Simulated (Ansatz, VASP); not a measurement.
One calculation of C, two programs

The input POSCAR:

```
C
1.0
    2.4559134951      0.0000000000      0.0000000000
   -1.2279567476      2.1268834763      0.0000000000
    0.0000000000      0.0000000000      7.0106281886
C
4
Direct
    1.0000000000      1.0000000000      0.2500000000
    0.0000000000      0.0000000000      0.7500000000
    0.3333333333      0.6666666667      0.2500000000
    0.6666666667      0.3333333333      0.7500000000
```

Contents of INCAR.step1:

```
  ALGO = Normal
  EDIFF = 1E-4
  ENCUT = 520
  GGA = PE
  ISMEAR = -1
  LASPH = T
  LCHARG = F
  LREAL = F
  LWAVE = T
  NBANDS = 16
  NELM = 80
  PREC = Accurate
  SIGMA = 0.05
```

The input INCAR.step2:

```
  ALGO = Normal
  EDIFF = 1E-7
  ENCUT = 520
  ISIF = 2
  ISMEAR = -1
  ISTART = 1
  LASPH = T
  LCHARG = F
  LMIXTAU = T
  LREAL = F
  LWAVE = F
  METAGGA = R2SCAN
  NBANDS = 16
  NELM = 80
  PREC = Accurate
  SIGMA = 0.05
```

Contents of KPOINTS:

```
k-points
0
Gamma
  14 14 4
```

Input for Ansatz:

```yaml
crystal:
  lattice:
    - [2.4559134951, 0.0, 0.0]
    - [-1.2279567476, 2.1268834763, 0.0]
    - [0.0, 0.0, 7.0106281886]
  atoms:
    - { symbol: C, position: [1.0, 1.0, 0.25] }
    - { symbol: C, position: [0.0, 0.0, 0.75] }
    - { symbol: C, position: [0.3333333333, 0.6666666667, 0.25] }
    - { symbol: C, position: [0.6666666667, 0.3333333333, 0.75] }
hamiltonian:
  xc: r2scan
  pseudopotentials:
    kind: paw
    azcp:
      C: "pseudopotentials/C.paw.azcp"
basis:
  ecutwfc: 500
  fft_grid_basis: typed
kpoints:
  mp_grid: { grid: [14, 14, 4], shift: [0, 0, 0] }
magnetization:
  spin_polarized: false
scf:
  occupations: { method: fermi_dirac, width: 0.05 }
output:
  stress: true
```

Alike in both runs: task single point; functional r2SCAN; k mesh 14 × 14 × 4; occupations fermi-dirac, width 0.05 eV; no spin polarisation.

|  | VASP | Ansatz |
| --- | --- | --- |
| version | VASP 6.6.1 | Ansatz 0.2.0 |
| potentials or method | VASP PAW PBE potentials, release 64 (C), cutoff 520 eV | plane waves (500 eV) with PAW, scalar-relativistic |
| valence electrons in the cell | 16 | 16 |

```csv
,VASP,Ansatz,Ansatz less VASP
pressure (GPa),0.7,0.0,-0.65
"traceless stress, the component that is largest in VASP (GPa)",-0.63,0.12,+0.754
```

VASP's potentials were made for PBE, not for r2SCAN.
